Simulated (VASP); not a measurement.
# HgTe (Coloradoite) (F-43m) in VASP: further runs

The runs below take HgTe (Coloradoite) through single point, with BLYP+D3(BJ), PBE+D4.

Program: VASP 6.6.1. These are calculated values, not measurements. Logs are shortened: lines on timing, memory, paths and dates and some standing lists are left out, and cuts for length are marked.

## Step 1: The cell of the first run

It takes space group F-43m (No. 216, cubic). The conventional cell has a = 6.514 Å, b = 6.514 Å, c = 6.514 Å, α = 90.00°, β = 90.00°, γ = 90.00°. Hg (site symmetry -43m) has 4 Te at 2.82 Å within 3.7 Å. Within 3.7 Å of Te (site symmetry -43m) lie 4 Hg at 2.82 Å.

## Step 2: Single point, BLYP+D3(BJ)

File INCAR:

```
SYSTEM = HgTe
AGGAC = 1.0
AGGAX = 1.0
ALDAC = 0.0
ALDAX = 1.0
ALGO = Normal
EDIFF = 1E-6
ENCUT = 520
GGA = B5
ISIF = 2
ISMEAR = -1
IVDW = 12
LASPH = .True.
LCHARG = .False.
LREAL = .False.
LWAVE = .False.
NBANDS = 16
NELM = 100
PREC = Accurate
SIGMA = 0.05
VDW_A1 = 0.4298
VDW_A2 = 4.2359
VDW_S6 = 1.0
VDW_S8 = 2.6996
```

File KPOINTS:

```
k-points
0
Gamma
  7 7 7
  0 0 0
```

File POSCAR:

```
HgTe
1.0
    0.0000000000      3.2568009036      3.2568009036
    3.2568009036      0.0000000000      3.2568009036
    3.2568009036      3.2568009036      0.0000000000
Hg Te
1 1
Direct
    0.0000000000      0.0000000000      0.0000000000
    0.7500000000      0.7500000000      0.7500000000
```

Potentials or basis: VASP PAW PBE potentials, release 64 (Hg, Te).

On the command line:

```bash
cat potpaw_PBE.64/Hg/POTCAR potpaw_PBE.64/Te/POTCAR > POTCAR
mpirun -np 1 vasp_std > vasp.out
```

OUTCAR:

```text
SYSTEM = HgTe
   EDIFF = 1E-6
   ENCUT = 520
   GGA = B5
   ISIF = 2
   ISMEAR = -1
   IVDW = 12
   LASPH = .True.
   LREAL = .False.
   NELM = 100
   PREC = Accurate
 IVDW          = 12

 ion  position               nearest neighbor table
   1  0.000  0.000  0.000-   2 2.82   2 2.82   2 2.82   2 2.82
   2  0.750  0.750  0.750-   1 2.82   1 2.82   1 2.82   1 2.82

  LATTYP: Found a face centered cubic cell.
 ALAT       =     6.5136018072

  Lattice vectors:

 A1 = (   0.0000000000,   3.2568009036,   3.2568009036)
 A2 = (   3.2568009036,   0.0000000000,   3.2568009036)
 A3 = (   3.2568009036,   3.2568009036,   0.0000000000)

Analysis of symmetry for initial positions (statically):
=====================================================================
 Subroutine PRICEL returns:
 Original cell was already a primitive cell.

 Routine SETGRP: Setting up the symmetry group for a
 face centered cubic supercell.

 Subroutine GETGRP returns: Found 24 space group operations
 (whereof 24 operations were pure point group operations)
 out of a pool of 48 trial point group operations.

The static configuration has the point symmetry T_d .

Analysis of symmetry for dynamics (positions and initial velocities):
=====================================================================
 Subroutine PRICEL returns:
 Original cell was already a primitive cell.

 Routine SETGRP: Setting up the symmetry group for a
 face centered cubic supercell.

 Subroutine GETGRP returns: Found 24 space group operations
 (whereof 24 operations were pure point group operations)
 out of a pool of 48 trial point group operations.

The dynamic configuration has the point symmetry T_d .

 Subroutine INISYM returns: Found 24 space group operations
 (whereof 24 operations are pure point group operations),
 and found     1 'primitive' translations

----------------------------------------------------------------------------------------

                                     Primitive cell

  volume of cell :      69.0882

  direct lattice vectors                    reciprocal lattice vectors
     0.000000000  3.256800904  3.256800904    -0.153524890  0.153524890  0.153524890
     3.256800904  0.000000000  3.256800904     0.153524890 -0.153524890  0.153524890
     3.256800904  3.256800904  0.000000000     0.153524890  0.153524890 -0.153524890

  length of vectors
     4.605812008  4.605812008  4.605812008     0.265912909  0.265912909  0.265912909

  position of ions in fractional coordinates (direct lattice)
     0.000000000  0.000000000  0.000000000
     0.750000000  0.750000000  0.750000000

  ion indices of the primitive-cell ions
   primitive index   ion index
                 1           1
                 2           2

----------------------------------------------------------------------------------------

 KPOINTS: k-points

Automatic generation of k-mesh.
 Grid dimensions read from file:
 generate k-points for:    7    7    7

 Generating k-lattice:

  Cartesian coordinates                     Fractional coordinates (reciprocal lattice)
    -0.021932127  0.021932127  0.021932127     0.142857143  0.000000000  0.000000000
     0.021932127 -0.021932127  0.021932127     0.000000000  0.142857143  0.000000000
     0.021932127  0.021932127 -0.021932127     0.000000000  0.000000000  0.142857143

  Length of vectors
     0.037987558  0.037987558  0.037987558

  Shift w.r.t. Gamma in fractional coordinates (k-lattice)
     0.000000000  0.000000000  0.000000000

 Subroutine IBZKPT returns following result:
 ===========================================

 Found     20 irreducible k-points:

 Following reciprocal coordinates:
            Coordinates               Weight
  0.000000  0.000000  0.000000      1.000000
  0.142857  0.000000  0.000000      8.000000
  0.285714  0.000000  0.000000      8.000000
  0.428571  0.000000  0.000000      8.000000
  0.142857  0.142857  0.000000      6.000000
  0.285714  0.142857  0.000000     24.000000
[... 12 lines left out ...]
 -0.428571  0.428571  0.142857     24.000000
 -0.285714  0.428571  0.142857     24.000000
   k-points           NKPTS =     20   k-points in BZ     NKDIM =     20   number of bands    NBANDS=     16
   number of dos      NEDOS =    301   number of ions     NIONS =      2
   total plane-waves  NPLWV =  46656
   dimension x,y,z NGX =    36 NGY =   36 NGZ =   36
   dimension x,y,z NGXF=    72 NGYF=   72 NGZF=   72
   ions per type =               1   1
   NGX,Y,Z   is equivalent  to a cutoff of  12.99, 12.99, 12.99 a.u.
   NGXF,Y,Z  is equivalent  to a cutoff of  25.99, 25.99, 25.99 a.u.
 SYSTEM =  HgTe
   PREC   = accura    normal or accurate (medium, high low for compatibility)
   ISTART =      0    job   : 0-new  1-cont  2-samecut
   ICHARG =      2    charge: 1-file 2-atom 10-const
   ISPIN  =      1    spin polarized calculation?
   LNONCOLLINEAR =      F non collinear calculations
   LSORBIT =      F    spin-orbit coupling
   LASPH  =      T    aspherical Exc in radial PAW
   ENCUT  =  520.0 eV  38.22 Ry    6.18 a.u.   8.56  8.56  8.56*2*pi/ulx,y,z
   NELM   =    100;   NELMIN=  2; NELMDL= -5     # of ELM steps
   EDIFF  = 0.1E-05   stopping-criterion for ELM
   LREAL  =      F    real-space projection
   EDIFFG = 0.1E-04   stopping-criterion for IOM
   NSW    =      0    number of steps for IOM
   IBRION =     -1    ionic relax: 0-MD 1-quasi-New 2-CG
   NFREE  =      0    steps in history (QN), initial steepest desc. (CG)
   ISIF   =      2    stress and relaxation
   ISYM   =      2    0-nonsym 1-usesym 2-fastsym
   POTIM  = 0.5000    time-step for ionic-motion
   TEBEG  =    0.0;   TEEND  =   0.0 temperature during run
   PSTRESS=    0.0 pullay stress
   NELECT =      18.0000    total number of electrons
   NUPDOWN=      -1.0000    fix difference up-down
   EMIN   =  10.00;   EMAX   =-10.00  energy-range for DOS
   EFERMI =   0.00;   METHOD = LEGACY
   ISMEAR =    -1;   SIGMA  =   0.05  broadening in eV -4-tet -1-fermi 0-gaus
   EFERMI_NEDOS =   21; number of points for ismear=-14 and -15
   IALGO  =     38    algorithm
   IMIX   =      4    mixing-type and parameters
     AMIX     =   0.40;   BMIX     =  1.00
     AMIX_MAG =   1.60;   BMIX_MAG =  1.00
  volume/ion in A,a.u.               =      34.54       233.11
  Fermi-wavevector in a.u.,A,eV,Ry     =   1.045597  1.975892 14.874892  1.093274
  Thomas-Fermi vector in A             =   2.180400
   LORBIT       =      0    0 simple, 1 ext, 2 COOP (PROOUT), +10 PAW based schemes
   GGA     = B5    functional components
   LHFCALC =     F    Hartree Fock is set to
   AEXX    =    0.0000 exact exchange contribution
   IVDW    =    12    specifies the selected vdW correction
   LEPSILON=     F    determine dielectric tensor
   LRPA    =     F    only Hartree local field effects (RPA)
 non-spin polarized calculation
  energy-cutoff  :      520.00
  volume of cell :       69.09
 maximum number of plane-waves:      1877
 NGX is ok and might be reduce to    36
   NGX = 17   NGY = 17   NGZ = 17

 number of electron      18.0000002 magnetization

 Free energy of the ion-electron system (eV)
  ---------------------------------------------------
  ext. energy  EPLUGINS =         0.00000000
  ---------------------------------------------------
  free energy    TOTEN  =        -2.53175105 eV

  energy without entropy =       -2.53101531  energy(sigma->0) =       -2.53138318

 E-fermi :   3.3320     XC(G=0):  -8.1393

 val. band max:        3.2886293847   @ k =   0.0000   0.0000   0.0000
 cond. band min:       3.9626922373   @ k =   0.1429   0.0000   0.0000
 fundamental gap:      0.6740628526
 Fermi energy:         3.3319701682

 k-point     1 :       0.0000    0.0000    0.0000
  band No.  band energies     occupation
      1      -8.5517      2.00000
      2      -3.9619      2.00000
      3      -3.9619      2.00000
      4      -3.9619      2.00000
      5      -3.4628      2.00000
      6      -3.4628      2.00000
[... 8 lines left out ...]
     15      12.9134      0.00000
     16      12.9134      0.00000

 k-point     2 :       0.1429    0.0000    0.0000
  band No.  band energies     occupation
      1      -8.4581      2.00000
      2      -3.9360      2.00000
      3      -3.9360      2.00000
      4      -3.9213      2.00000
      5      -3.4651      2.00000
      6      -3.4651      2.00000
[... 8 lines left out ...]
     15      12.0511      0.00000
     16      12.0511      0.00000

 k-point     3 :       0.2857    0.0000    0.0000
  band No.  band energies     occupation
      1      -8.2358      2.00000
      2      -3.8833      2.00000
      3      -3.8833      2.00000
      4      -3.7354      2.00000
      5      -3.4615      2.00000
      6      -3.4615      2.00000
[... 8 lines left out ...]
     15      12.0078      0.00000
     16      12.0078      0.00000

 k-point     4 :       0.4286    0.0000    0.0000
  band No.  band energies     occupation
      1      -8.0450      2.00000
      2      -3.8494      2.00000
      3      -3.8494      2.00000
      4      -3.4468      2.00000
      5      -3.4468      2.00000
      6      -3.3173      2.00000
[... 8 lines left out ...]
     15      13.0187      0.00000
     16      13.0187      0.00000
[... 248 lines left out ...]
 k-point    18 :      -0.4286    0.2857    0.1429
  band No.  band energies     occupation
      1      -7.9257      2.00000
      2      -3.7945      2.00000
      3      -3.7679      2.00000
      4      -3.5273      2.00000
      5      -3.4516      2.00000
      6      -3.1657      2.00000
[... 8 lines left out ...]
     15      13.2283      0.00000
     16      13.9602      0.00000

 k-point    19 :      -0.4286    0.4286    0.1429
  band No.  band energies     occupation
      1      -7.8610      2.00000
      2      -3.7616      2.00000
      3      -3.7070      2.00000
      4      -3.5986      2.00000
      5      -3.4323      2.00000
      6      -3.0751      2.00000
[... 8 lines left out ...]
     15      14.0019      0.00000
     16      14.3973      0.00000

 k-point    20 :      -0.2857    0.4286    0.1429
  band No.  band energies     occupation
      1      -7.8447      2.00000
      2      -3.7601      2.00000
      3      -3.7160      2.00000
      4      -3.5252      2.00000
      5      -3.4721      2.00000
      6      -2.9429      2.00000
[... 8 lines left out ...]
     15      13.4175      0.00000
     16      15.0792      0.00000

------------------------ aborting loop because EDIFF is reached ----------------------------------------

 Edisp (eV)   -1.60719

 E8    (eV) :    -1.2002

  FORCE on cell =-STRESS in cart. coord.  units (eV):
  Direction    XX          YY          ZZ          XY          YZ          ZX
  --------------------------------------------------------------------------------------
  -------------------------------------------------------------------------------------
  Total       0.55801     0.55801     0.55801    -0.00000    -0.00000    -0.00000
  in kB      12.94048    12.94048    12.94048    -0.00000    -0.00000    -0.00000
  external pressure =       12.94 kB  Pullay stress =        0.00 kB

 VOLUME and BASIS-vectors are now :
 -----------------------------------------------------------------------------
  energy-cutoff  :      520.00
  volume of cell :       69.09
      direct lattice vectors                 reciprocal lattice vectors
     0.000000000  3.256800904  3.256800904    -0.153524890  0.153524890  0.153524890
     3.256800904  0.000000000  3.256800904     0.153524890 -0.153524890  0.153524890
     3.256800904  3.256800904  0.000000000     0.153524890  0.153524890 -0.153524890

 POSITION                                       TOTAL-FORCE (eV/Angst)
 -----------------------------------------------------------------------------------
      0.00000      0.00000      0.00000         0.000000      0.000000      0.000000
      4.88520      4.88520      4.88520        -0.000000     -0.000000     -0.000000
 -----------------------------------------------------------------------------------
    total drift:                               -0.000000     -0.000000      0.000000

  FREE ENERGIE OF THE ION-ELECTRON SYSTEM (eV)
  ---------------------------------------------------
  free  energy   TOTEN  =        -4.1389410372 eV

  energy  without entropy=       -4.1382053007  energy(sigma->0) =       -4.13857317
```

Wall time 29 s (1 thread of AMD EPYC 9R45 (Zen 5), shared host); peak memory 0.18 GiB.

What came out:

```
Free energy                : -4.1389 eV
Pressure                   : 1.3 GPa
Band gap on the k mesh     : zero (filled and empty bands touch)
Dispersion energy per atom : -0.804 eV
```

Caveat: the PAW data sets were made with another functional, which shifts forces and pressure a little; spin-orbit coupling is left out, which moves the levels of the heavy elements; pairwise dispersion overbinds metals, which lowers pressure and volume.

(Continued in part 2 of 2.)
